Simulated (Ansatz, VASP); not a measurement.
## One calculation of TiO2, two programs

File INCAR:

```
  PREC = Accurate
  ENCUT = 600
  EDIFF = 1E-6
  ISMEAR = 0
  SIGMA = 0.02
  LREAL = F
  LASPH = T
  NELM = 80
  ALGO = Normal
  ISIF = 3
  LWAVE = F
  LCHARG = F
  GGA = PE
  IVDW = 12
  IBRION = 2
  NSW = 100
  EDIFFG = -0.01
```

The input KPOINTS:

```
Automatic mesh
0
Gamma
  12 12 4
```

The input POSCAR:

```
TiO2
1.0
    2.8711976731      0.0000000000      0.0000000000
   -1.4355988365      2.4865301242      0.0000000000
    0.0000000000      0.0000000000      9.4779747849
Ti O
2 4
Direct
    0.6666666667      0.3333333333      0.7500000000
    0.3333333333      0.6666666667      0.2500000000
    0.3333333333      0.6666666667      0.8684434973
    0.3333333333      0.6666666667      0.6315565027
    0.6666666667      0.3333333333      0.1315565027
    0.6666666667      0.3333333333      0.3684434973
```

Input for Ansatz:

```yaml
crystal:
  lattice:
    - [2.8711976731, 0.0, 0.0]
    - [-1.4355988365, 2.4865301242, 0.0]
    - [0.0, 0.0, 9.4779747849]
  atoms:
    - { symbol: Ti, position: [0.6666666667, 0.3333333333, 0.75] }
    - { symbol: Ti, position: [0.3333333333, 0.6666666667, 0.25] }
    - { symbol: O, position: [0.3333333333, 0.6666666667, 0.8684434973] }
    - { symbol: O, position: [0.3333333333, 0.6666666667, 0.6315565027] }
    - { symbol: O, position: [0.6666666667, 0.3333333333, 0.1315565027] }
    - { symbol: O, position: [0.6666666667, 0.3333333333, 0.3684434973] }
basis:
  ecutwfc: 420
kpoints:
  mp_grid: { grid: [12, 12, 4] }
hamiltonian:
  xc: pbe
  dispersion: d3bj
scf:
  occupations: { method: gaussian, width: 0.02 }
output:
  forces: true
  stress: true
  eigenvalues: true
  write_density: true
  write_potential: true
  elf: true
  volumetric_format: npy
relax:
  adjacent_minimum: "off"
  f_tol: 0.01
  max_steps: 80
  cell: { stress_tol: 0.05 }
```

Alike in both runs: task relaxation of cell and atoms; functional PBE; dispersion D3(BJ); k mesh 12 × 12 × 4; occupations gaussian, width 0.02 eV; no spin polarisation.

```csv
,VASP,Ansatz
version,VASP 6.6.1,Ansatz 0.2.0
potentials or method,"VASP PAW PBE potentials, release 64 (Ti_sv, O), cutoff 600 eV","scalar-relativistic, plane waves, PAW"
valence electrons in the cell,48,48
```

|  | VASP | Ansatz | Ansatz less VASP |
| --- | --- | --- | --- |
| gap on the k mesh at the Fermi level, each at its own relaxed structure (eV) | 0.50 | 0.55 | +0.055 |
| relaxed volume (Å³/atom) | 11.24 | 11.28 | +0.038 |
| relaxed length of the cell vector where the two differ most in proportion (Å) | 9.422 | 9.478 | +0.0558 |
